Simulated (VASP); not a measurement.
Input of a VASP 6.6.1 run:

INCAR

```
SYSTEM = Si3C
  PREC = Accurate
  ENCUT = 520
  EDIFF = 1E-7
  ISMEAR = 0
  SIGMA = 0.1
  LREAL = .FALSE.
  LASPH = .TRUE.
  NELM = 80
  ALGO = Normal
  ISIF = 2
  LWAVE = .FALSE.
  LCHARG = .TRUE.
  GGA = PE
  LELF = .TRUE.
  LVHAR = .TRUE.
  NBANDS = 16
```

File KPOINTS:

```
regular mesh
0
G
  18 18 8
  0 0 0
```

The input POSCAR:

```
Si3C
1.0
    2.7505193549      0.0000000000      0.0000000000
    0.0000000000      2.7505193549      0.0000000000
    0.0000000000      0.0000000000      6.1513006079
Si C
3 1
Direct
    0.0000000000      0.0000000000      0.8087788603
    0.5000000000      0.5000000000      0.5000000000
    0.0000000000      0.0000000000      0.1912211397
    0.5000000000      0.5000000000      0.0000000000
```

Potentials or basis: VASP PAW PBE potentials, release 64 (Si, C).

Command:

```bash
$ cat potpaw_PBE.64/Si/POTCAR potpaw_PBE.64/C/POTCAR > POTCAR
$ mpirun -np 1 vasp_std > vasp.out
```

(1) What does it give for the pressure?

(2) Predict the band gap on the k mesh.

Results:

(1) 0.0 GPa.

(2) zero (band 8 reaches 14.30 eV, above the bottom of band 9 at 8.23 eV).
